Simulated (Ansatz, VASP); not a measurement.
Given: the input of a run of Ansatz 0.2.0 on Pb.

Contents of input.yaml:

```yaml
crystal:
  lattice:
    - [0.0, 2.458408627, 2.458408627]
    - [2.458408627, 0.0, 2.458408627]
    - [2.458408627, 2.458408627, 0.0]
  atoms:
    - { symbol: Pb, position: [0.0, 0.0, 0.0] }
hamiltonian:
  xc: r2scan
  pseudopotentials: { kind: paw }
  dispersion: rvv10
kpoints:
  mp_grid: { grid: [9, 9, 9] }
scf:
  occupations: { method: fermi_dirac, width: 0.05 }
output:
  forces: true
  stress: true
  eigenvalues: true
```

Potentials or basis: Ansatz PAW.

Run with:

```sh
$ ansatz run input.yaml --threads 2 --pin off --max-ram 5120MiB --backend cpu --events-out ev --progress --plain --runs-dir out
```

Problem. Translate it to VASP 6.6.1. Potentials there: VASP PAW PBE potentials, release 64 (Pb_d).

Solution. As run (the cutoff follows the program's own potentials):

Contents of POSCAR:

```
Pb
1.0
    0.0000000000      2.4584086270      2.4584086270
    2.4584086270      0.0000000000      2.4584086270
    2.4584086270      2.4584086270      0.0000000000
Pb
1
Direct
    0.0000000000      0.0000000000      0.0000000000
```

File INCAR.step1:

```
  PREC = Accurate
  ENCUT = 520
  ISMEAR = -1
  SIGMA = 0.05
  LREAL = False
  LASPH = True
  NELM = 100
  NBANDS = 13
  GGA = PE
  ALGO = Normal
  EDIFF = 1E-4
  LWAVE = True
  LCHARG = False
```

Contents of INCAR.step2:

```
  PREC = Accurate
  ENCUT = 520
  EDIFF = 1E-7
  ISMEAR = -1
  SIGMA = 0.05
  LREAL = False
  LASPH = True
  NELM = 100
  ALGO = Normal
  ISIF = 2
  LWAVE = False
  LCHARG = True
  METAGGA = R2SCAN
  LMIXTAU = True
  LUSE_VDW = True
  IVDW_NL = 2
  BPARAM = 11.95
  CPARAM = 0.0093
  LELF = True
  LVHAR = True
  NBANDS = 13
  ISTART = 1
```

The input KPOINTS:

```
regular mesh
0
Gamma
  9 9 9
```

Potentials or basis: VASP PAW PBE potentials, release 64 (Pb_d).

The run is started by

```console
$ cat potpaw_PBE.64/Pb_d/POTCAR > POTCAR
$ cp INCAR.step1 INCAR
$ mpirun -np 1 vasp_std > vasp.out
$ cp INCAR.step2 INCAR
$ mpirun -np 1 vasp_std > vasp.out
```

Both were run:

|  | VASP | Ansatz | Ansatz less VASP |
| --- | --- | --- | --- |
| gap on the k mesh at the Fermi level (eV) | none | none | - |
| pressure (GPa) | 1.3 | 1.1 | -0.20 |

VASP's potentials were made for PBE, not for r2SCAN. A gap of «none» marks a metal or a gap that the smearing closes.

Neither program's run includes spin-orbit coupling.
